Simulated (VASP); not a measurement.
The system is Cu.

```
Cu
1.0
     2.29201    0.00000    0.00000
     0.00000    2.29201    0.00000
     0.00000    0.00000    2.29201
Cu
1
Direct
  0.00000 0.00000 0.00000
```

Base run:

```yaml
Program: VASP 6.6.1
Functional: r2SCAN
Potentials_or_basis: VASP PAW PBE potentials, release 64 (Cu)
Cutoff: 520 eV
k_mesh: 10 × 10 × 10
Occupations: fermi-dirac, width 0.1 eV
Spin: no spin polarisation
```

Its results: pressure 16.3 GPa.

Question: The run is repeated on the same cell with these changes: potentials or basis from VASP PAW PBE potentials, release 64 (Cu) to VASP PAW PBE potentials, release 64 (Cu_sv_GW); cutoff from 520 eV to 770 eV; further incar settings from ALGO = Normal; EDIFF = 1e-06; NBANDS = 12 to ALGO = Normal; EDIFF = 1e-06; NBANDS = 16; valence electrons from 11 to 19. What comes out?

Answer: Pressure 11.8 GPa.

Caveats: the PAW data sets were made with another functional, which shifts forces and pressure a little.
